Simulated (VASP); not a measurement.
**BiTe: single point with PBE**

The system is BiTe.

```xyz
2
Lattice="0.0000 3.2350 3.2350 3.2350 0.0000 3.2350 3.2350 3.2350 0.0000" Properties=species:S:1:pos:R:3 pbc="T T T"
Bi    3.2350    3.2350    3.2350
Te    0.0000    0.0000    0.0000
```

* Program: VASP 6.6.1
* Task: single point
* Functional: PBE
* Potentials or basis: VASP PAW PBE potentials, release 64 (Bi_d, Te)
* Cutoff: 500 eV
* k mesh: 6 × 6 × 6
* Occupations: gaussian, width 0.1 eV
* Spin: no spin polarisation
* Dipole correction: no
* Further INCAR settings: ALGO = Normal; EDIFF = 1e-06; NBANDS = 18

* Pressure: 0.9 GPa
* Band gap on the k mesh: zero (an odd number of electrons rules out a gap without spin polarisation)

Levels at points of the mesh, in eV from the Fermi level:
| k point | band 8 | band 9 | band 10 | band 11 | band 12 | band 13 |
| --- | --- | --- | --- | --- | --- | --- |
| (0.00, 0.00, 0.00) | -2.44 | -2.44 | -2.44 | 2.26 | 2.26 | 2.26 |
| (0.50, 0.00, 0.00) | -1.81 | -1.81 | -1.49 | -0.71 | -0.52 | -0.52 |
| (0.50, 0.50, 0.00) | -5.55 | -3.91 | -3.91 | 2.35 | 3.70 | 3.70 |

Run time: 75 s on 1 thread of Intel Xeon 8259CL, with other jobs on the host, peak memory 0.17 GiB.

Caveat: spin-orbit coupling is left out, which moves the levels of the heavy elements; an odd number of electrons without spin polarisation forces a metal; a magnetic or distorted state may lie lower.
